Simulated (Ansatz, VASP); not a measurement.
# Two plane-wave programs on Al4Ga4As7

```xyz
15
Lattice="-4.0260 2.3244 -6.5570 3.9581 2.2903 -6.5270 -0.0044 -4.5730 -6.5270" Properties=species:S:1:pos:R:3 pbc="T T T"
Al   -2.0313   -1.0666   -6.5190
Al   -2.0917    1.2071  -12.9683
Al   -0.0924    2.2918   -6.5189
Al    0.0080   -0.0050   -0.2941
Ga   -1.7855   -0.8725  -16.4357
Ga   -1.7976    1.0375   -3.2020
Ga   -0.1374    1.9825  -16.4355
Ga   -0.1634    0.0939   -9.8146
As    1.9257    1.1030  -10.6053
As   -2.1698    1.2525  -10.5369
As    0.0074   -2.2199  -10.6053
As   -2.0175   -1.0495  -13.9053
As    1.9077   -1.1019  -13.8415
As   -0.1003    2.2713  -13.9052
As   -0.0321    0.0181   -7.3551
```

Alike in both runs: functional r2SCAN; k mesh 3 × 3 × 3; occupations gaussian, width 0.1 eV; no spin polarisation.

Ansatz relaxed the structure, and its values are those at the end. VASP's run is a single point on that final structure, the one shown.

|  | VASP | Ansatz |
| --- | --- | --- |
| version | VASP 6.6.1 | Ansatz 0.2.0 |
| potentials or method | VASP PAW PBE potentials, release 64 (Al, Ga_d, As), cutoff 520 eV | scalar-relativistic, plane waves, PAW |
| valence electrons in the cell | 99 | 169 |

Ansatz gave:

```
gap on the k mesh at the Fermi level (eV) : none
pressure (GPa)                            : 0.0
rms of the force components (eV/Å)        : 0.012
```

Task: Which values does VASP return?

Result: gap on the k mesh at the Fermi level (eV): none; pressure (GPa): 0.0; rms of the force components (eV/Å): 0.017.

VASP's potentials were made for PBE, not for r2SCAN. A gap of «none» marks a metal or a gap that the smearing closes. With one functional, cell and mesh, what is left measures potentials, basis and numerics. VASP's potentials hold 99 valence electrons a cell and Ansatz's 169, so a difference there can come from the potentials and not from the codes.
